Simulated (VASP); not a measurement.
Re:

```
Re
1.0
     2.58816    0.00000    0.00000
     0.00000    2.58816    0.00000
     0.00000    0.00000    2.58816
Re
1
Direct
  0.00000 0.00000 0.00000
```

Base run:

| Property | Result |
| --- | --- |
| Program | VASP 6.6.1 |
| Functional | revPBE |
| Potentials or basis | VASP PAW PBE potentials, release 64 (Re) |
| Cutoff | 520 eV |
| k mesh | 20 × 20 × 20 |
| Occupations | fermi-dirac, width 0.1 eV |
| Spin | no spin polarisation |

Its results: pressure -1.2 GPa.

Task: The run is repeated on the same cell with these changes: k mesh from 20 × 20 × 20 to 14 × 14 × 14; further incar settings from ALGO = Normal; EDIFF = 1e-07; NBANDS = 10 to ALGO = Normal; EDIFF = 1e-06; NBANDS = 10. What comes out?

Result: Pressure -1.7 GPa.

Caveats: the PAW data sets were made with another functional, which shifts forces and pressure a little.
